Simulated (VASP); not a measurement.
Input of a VASP 6.6.1 run:

Contents of INCAR:

```
PREC = Accurate
ENCUT = 520
EDIFF = 1E-7
ISMEAR = -1
SIGMA = 0.1
LREAL = F
LASPH = T
NELM = 80
ALGO = Normal
ISIF = 2
LWAVE = F
LCHARG = F
GGA = PS
NBANDS = 20
```

File KPOINTS:

```
regular mesh
0
Gamma
  8 8 2
```

POSCAR

```
MoS2
1.0
    3.2465797763      0.0000000000      0.0000000000
   -1.6232847901      2.8116129462      0.0000000000
    0.0000000000      0.0000000000     17.6745804316
Mo S
1 2
Direct
    0.0000000000      0.0000000000      0.0000000000
    0.3333333333      0.6666666667      0.0894900000
    0.3333333333      0.6666666667      0.9105100000
```

Potentials or basis: VASP PAW PBE potentials, release 64 (Mo_sv, S).

The run is started by

```console
$ cat potpaw_PBE.64/Mo_sv/POTCAR potpaw_PBE.64/S/POTCAR > POTCAR
$ mpirun -np 1 vasp_std > vasp.out
```

(1) Predict the largest force.

(2) What does it give for the band gap on the k mesh?

Results:

(1) 1.019 eV/Å.

(2) 1.63 eV (least direct gap 1.83 eV).

Caveat: there is no dipole correction, which matters where the two faces differ; the PAW data sets were made with another functional, which shifts forces and pressure a little.
